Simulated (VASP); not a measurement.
# TiC (CsCl type) (Pm-3m) in VASP: notebook, part 2 of 2

VASP 6.6.1. Earlier steps stand in the parts before.

**5. Relaxation of cell and atoms, PBE, target pressure 180 GPa, at which the enthalpy is minimised**

This run uses another cell than the first one, of 6.87 Å³/atom.

INCAR

```
PREC = Accurate
ENCUT = 600
EDIFF = 1E-6
ISMEAR = -1
SIGMA = 0.1
LREAL = False
LASPH = True
NELM = 80
ALGO = Normal
ISIF = 3
LWAVE = False
LCHARG = False
GGA = PE
IBRION = 2
NSW = 60
EDIFFG = -0.005
PSTRESS = 1800.0
```

KPOINTS

```
Automatic mesh
0
Gamma
  16 16 16
```

POSCAR

```
TiC
1.0
    2.3949373794      0.0000000000      0.0000000000
    0.0000000000      2.3949373794      0.0000000000
    0.0000000000      0.0000000000      2.3949373794
Ti C
1 1
Direct
    0.0000000000      0.0000000000      0.0000000000
    0.5000000000      0.5000000000      0.5000000000
```

Potentials or basis: VASP PAW PBE potentials, release 64 (Ti_sv, C).

The run is started by

```bash
cat potpaw_PBE.64/Ti_sv/POTCAR potpaw_PBE.64/C/POTCAR > POTCAR
mpirun -np 1 vasp_std > vasp.out
```

OUTCAR:

```text
PREC = Accurate
   ENCUT = 600
   EDIFF = 1E-6
   ISMEAR = -1
   LREAL = False
   LASPH = True
   NELM = 80
   ISIF = 3
   GGA = PE
   IBRION = 2
   NSW = 60
   EDIFFG = -0.005
   PSTRESS = 1800.0

 ion  position               nearest neighbor table
   1  0.000  0.000  0.000-   2 2.07   2 2.07   2 2.07   2 2.07   2 2.07   2 2.07   2 2.07   2 2.07

   2  0.500  0.500  0.500-   1 2.07   1 2.07   1 2.07   1 2.07   1 2.07   1 2.07   1 2.07   1 2.07

  LATTYP: Found a simple cubic cell.
 ALAT       =     2.3949373794

  Lattice vectors:

 A1 = (   2.3949373794,   0.0000000000,   0.0000000000)
 A2 = (   0.0000000000,   2.3949373794,   0.0000000000)
 A3 = (   0.0000000000,   0.0000000000,   2.3949373794)

Analysis of symmetry for initial positions (statically):
=====================================================================
 Subroutine PRICEL returns:
 Original cell was already a primitive cell.

 Routine SETGRP: Setting up the symmetry group for a
 simple cubic supercell.

 Subroutine GETGRP returns: Found 48 space group operations
 (whereof 48 operations were pure point group operations)
 out of a pool of 48 trial point group operations.

The static configuration has the point symmetry O_h .

Analysis of symmetry for dynamics (positions and initial velocities):
=====================================================================
 Subroutine PRICEL returns:
 Original cell was already a primitive cell.

 Routine SETGRP: Setting up the symmetry group for a
 simple cubic supercell.

 Subroutine GETGRP returns: Found 48 space group operations
 (whereof 48 operations were pure point group operations)
 out of a pool of 48 trial point group operations.

The dynamic configuration has the point symmetry O_h .

 Subroutine INISYM returns: Found 48 space group operations
 (whereof 48 operations are pure point group operations),
 and found     1 'primitive' translations

----------------------------------------------------------------------------------------

                                     Primitive cell

  volume of cell :      13.7367

  direct lattice vectors                    reciprocal lattice vectors
     2.394937379  0.000000000  0.000000000     0.417547452  0.000000000  0.000000000
     0.000000000  2.394937379  0.000000000     0.000000000  0.417547452  0.000000000
     0.000000000  0.000000000  2.394937379     0.000000000  0.000000000  0.417547452

  length of vectors
     2.394937379  2.394937379  2.394937379     0.417547452  0.417547452  0.417547452

  position of ions in fractional coordinates (direct lattice)
     0.000000000  0.000000000  0.000000000
     0.500000000  0.500000000  0.500000000

  ion indices of the primitive-cell ions
   primitive index   ion index
                 1           1
                 2           2

----------------------------------------------------------------------------------------

 KPOINTS: Automatic mesh

Automatic generation of k-mesh.
 Grid dimensions read from file:
 generate k-points for:   16   16   16

 Generating k-lattice:

  Cartesian coordinates                     Fractional coordinates (reciprocal lattice)
[... 50 lines left out ...]
 SYSTEM =  unknown system
   PREC   = accura    normal or accurate (medium, high low for compatibility)
   ISTART =      0    job   : 0-new  1-cont  2-samecut
   ICHARG =      2    charge: 1-file 2-atom 10-const
   ISPIN  =      1    spin polarized calculation?
   LNONCOLLINEAR =      F non collinear calculations
   LSORBIT =      F    spin-orbit coupling
   LASPH  =      T    aspherical Exc in radial PAW
   ENCUT  =  600.0 eV  44.10 Ry    6.64 a.u.   4.78  4.78  4.78*2*pi/ulx,y,z
   NELM   =     80;   NELMIN=  2; NELMDL= -5     # of ELM steps
   EDIFF  = 0.1E-05   stopping-criterion for ELM
   LREAL  =      F    real-space projection
   EDIFFG = -.5E-02   stopping-criterion for IOM
   NSW    =     60    number of steps for IOM
   IBRION =      2    ionic relax: 0-MD 1-quasi-New 2-CG
   NFREE  =      1    steps in history (QN), initial steepest desc. (CG)
   ISIF   =      3    stress and relaxation
   ISYM   =      2    0-nonsym 1-usesym 2-fastsym
   POTIM  = 0.5000    time-step for ionic-motion
   TEBEG  =    0.0;   TEEND  =   0.0 temperature during run
   PSTRESS= 1800.0 pullay stress
   NELECT =      16.0000    total number of electrons
   NUPDOWN=      -1.0000    fix difference up-down
   EMIN   =  10.00;   EMAX   =-10.00  energy-range for DOS
   EFERMI =   0.00;   METHOD = LEGACY
   ISMEAR =    -1;   SIGMA  =   0.10  broadening in eV -4-tet -1-fermi 0-gaus
   EFERMI_NEDOS =   21; number of points for ismear=-14 and -15
   IALGO  =     38    algorithm
   IMIX   =      4    mixing-type and parameters
     AMIX     =   0.40;   BMIX     =  1.00
     AMIX_MAG =   1.60;   BMIX_MAG =  1.00
  volume/ion in A,a.u.               =       6.87        46.35
  Fermi-wavevector in a.u.,A,eV,Ry     =   1.722479  3.255014 40.367598  2.966935
  Thomas-Fermi vector in A             =   2.798536
   LORBIT       =      0    0 simple, 1 ext, 2 COOP (PROOUT), +10 PAW based schemes
   GGA     = PE    functional components
   LHFCALC =     F    Hartree Fock is set to
   AEXX    =    0.0000 exact exchange contribution
   IVDW    =     0    specifies the selected vdW correction
   LEPSILON=     F    determine dielectric tensor
   LRPA    =     F    only Hartree local field effects (RPA)
 conjugate gradient relaxation of ions
 non-spin polarized calculation
  energy-cutoff  :      600.00
  volume of cell :       13.74
 maximum number of plane-waves:       480
 NGX is ok and might be reduce to    20
   NGX =  9   NGY =  9   NGZ =  9

--------------------------------------- Ionic step        1  -------------------------------------------

 number of electron      16.0000003 magnetization

 Free energy of the ion-electron system (eV)
  ---------------------------------------------------
  ext. energy  EPLUGINS =         0.00000000
  ---------------------------------------------------
  free energy    TOTEN  =       -13.99167375 eV

  energy without entropy =      -13.92909693  energy(sigma->0) =      -13.96038534

------------------------ aborting loop because EDIFF is reached ----------------------------------------

  FORCE on cell =-STRESS in cart. coord.  units (eV):
  Direction    XX          YY          ZZ          XY          YZ          ZX
  --------------------------------------------------------------------------------------
  -------------------------------------------------------------------------------------
  Total       14.4183738     14.4183738     14.4183738     -0.0000000      0.0000000     -0.0000000
  in kB     1681.6839417   1681.6839417   1681.6839417     -0.0000000      0.0000000     -0.0000000
  external PRESSURE =    -118.3160583 kB  Pullay stress =    1800.0000000 kB
[... 101 lines left out ...]
--------------------------------------- Ionic step        4  -------------------------------------------

 number of electron      16.0000000 magnetization

 Free energy of the ion-electron system (eV)
  ---------------------------------------------------
  ext. energy  EPLUGINS =         0.00000000
  ---------------------------------------------------
  free energy    TOTEN  =       -13.76906926 eV

  energy without entropy =      -13.70729826  energy(sigma->0) =      -13.73818376

 E-fermi :  15.5348     XC(G=0): -15.0322

 val. band max:       15.5257806911   @ k =   0.3750   0.2500   0.0000
 cond. band min:      15.5409016753   @ k =   0.5000   0.3125   0.0000
 fundamental gap:      0.0151209842
 Fermi energy:        15.5348002575

 k-point     1 :       0.0000    0.0000    0.0000
  band No.  band energies     occupation
      1     -40.7614      2.00000
      2     -15.9129      2.00000
      3     -15.9129      2.00000
      4     -15.9129      2.00000
      5       0.4426      2.00000
      6      12.6283      2.00000
      7      12.6283      2.00000
      8      17.8048      0.00000
      9      17.8048      0.00000
     10      17.8048      0.00000
     11      20.6476      0.00000
     12      20.6476      0.00000
[... 331 lines left out ...]
 k-point    24 :       0.5000    0.1250    0.0000
  band No.  band energies     occupation
      1     -40.2956      2.00000
      2     -18.2573      2.00000
      3     -15.9899      2.00000
      4     -15.6205      2.00000
      5       5.0909      2.00000
      6       7.9202      2.00000
      7      13.3761      2.00000
      8      14.1321      2.00000
      9      14.5872      1.99985
     10      20.5275      0.00000
     11      22.2217      0.00000
     12      24.7518      0.00000

 [... further k-points ...]

------------------------ aborting loop because EDIFF is reached ----------------------------------------

  FORCE on cell =-STRESS in cart. coord.  units (eV):
  Direction    XX          YY          ZZ          XY          YZ          ZX
  --------------------------------------------------------------------------------------
  -------------------------------------------------------------------------------------
  Total       15.1926170     15.1926170     15.1926170      0.0000000      0.0000000      0.0000000
  in kB     1798.8255613   1798.8255613   1798.8255613      0.0000000      0.0000000      0.0000000
  external PRESSURE =      -1.1744387 kB  Pullay stress =    1800.0000000 kB
[... 21 lines left out ...]
  energy  without entropy=      -13.7072982563  energy(sigma->0) =      -13.73818376

  enthalpy is  TOTEN    =         1.4334668651 eV   P V=       15.2025361300

 reached required accuracy - stopping structural energy minimisation
```

OSZICAR:

```text
N       E                     dE             d eps       ncg     rms          rms(c)
DAV:   1     0.129688538464E+03    0.12969E+03   -0.93296E+03  3964   0.191E+03
DAV:   2    -0.941086456981E+01   -0.13910E+03   -0.13200E+03  4132   0.424E+02
DAV:   3    -0.184126947971E+02   -0.90018E+01   -0.81793E+01  4880   0.974E+01
DAV:   4    -0.187717697864E+02   -0.35907E+00   -0.35771E+00  5208   0.181E+01
[... 38 lines left out ...]
       N       E                     dE             d eps       ncg     rms          rms(c)
DAV:   1    -0.137690987003E+02    0.63103E-02   -0.68162E-04  4176   0.458E-01    0.646E-02
DAV:   2    -0.137690778732E+02    0.20827E-04   -0.15501E-04  4656   0.211E-01    0.212E-02
DAV:   3    -0.137690693126E+02    0.85605E-05   -0.29071E-05  4668   0.700E-02    0.997E-03
DAV:   4    -0.137690692649E+02    0.47686E-07   -0.76984E-06  4116   0.318E-02
   4 F= 0.14334669E+01 E0= 0.14643524E+01  d E =-.764808E-02
```

CONTCAR:

```text
TiC
   1.00000000000000
     2.3829670677590915    0.0000000000000000   -0.0000000000000000
    -0.0000000000000000    2.3829670677590911   -0.0000000000000000
     0.0000000000000000    0.0000000000000000    2.3829670677590915
  Ti              C
     1     1
Direct
     0.0000000000000000    0.0000000000000000    0.0000000000000000
     0.5000000000000000    0.5000000000000000    0.5000000000000000

  0.00000000E+00  0.00000000E+00  0.00000000E+00
  0.00000000E+00  0.00000000E+00  0.00000000E+00
```

Wall time 2.2 min (1 thread of Intel Xeon 8259CL, shared host); peak memory 0.17 GiB.

Results:

```
Free energy                                                : -13.7691 eV
Relaxed volume                                             : 6.77 Å³/atom
Relaxed cell                                               : a = 2.383 Å, b = 2.383 Å, c = 2.383 Å, α = 90.00°, β = 90.00°, γ = 90.00°
Space group after relaxing (to 0.1 Å)                      : Pm-3m (No. 221)
Energy change on relaxing (the run minimises the enthalpy) : +111.3 meV/atom
Ionic steps                                                : 4
Pressure after relaxing                                    : 179.9 GPa
Band gap on the k mesh                                     : zero (bands 8 and 9 overlap by 3.70 eV)
```

The path:
```csv
step,energy change (eV),largest force (eV/Å),pressure (GPa),volume (Å³)
1,0.0000,0.0000,168.17,13.74
2,1.2195,0.0000,232.05,12.75
3,0.2163,0.0000,179.65,13.54
4,0.2226,0.0000,179.88,13.53
```

Final structure:
```
Ti C
1.0
     2.38297    0.00000    0.00000
     0.00000    2.38297    0.00000
     0.00000    0.00000    2.38297
Ti C
1 1
Direct
  0.00000 0.00000 0.00000
  0.50000 0.50000 0.50000
```

Caveat: the cell is relaxed towards a set pressure, so the run minimises the enthalpy, not the energy.

**6. The runs side by side**

```tsv
task	cell	cutoff (eV)	gap on the mesh (eV)	pressure (GPa)
single point	a = 2.383 Å, 2 atoms	520	none	179.9
relaxation of cell and atoms	relaxed to 180 GPa from a = 2.383 Å, 2 atoms	600	none	179.9
relaxation of cell and atoms	relaxed to 180 GPa from a = 2.395 Å, 2 atoms	600	none	179.9
```

Alike in all rows: level PBE; potentials or basis VASP PAW PBE potentials, release 64 (Ti_sv, C); no spin polarisation; k mesh 16 × 16 × 16; smearing fermi-dirac 0.1 eV.

Caveats: the cell is relaxed towards a set pressure, so the run minimises the enthalpy, not the energy (at least some runs); the cell stands under pressure (at least some runs); the relaxation stopped at its first step, so nothing moved (at least some runs).

Total energies depend on the potentials used, so only differences within one code and one set of settings carry meaning.
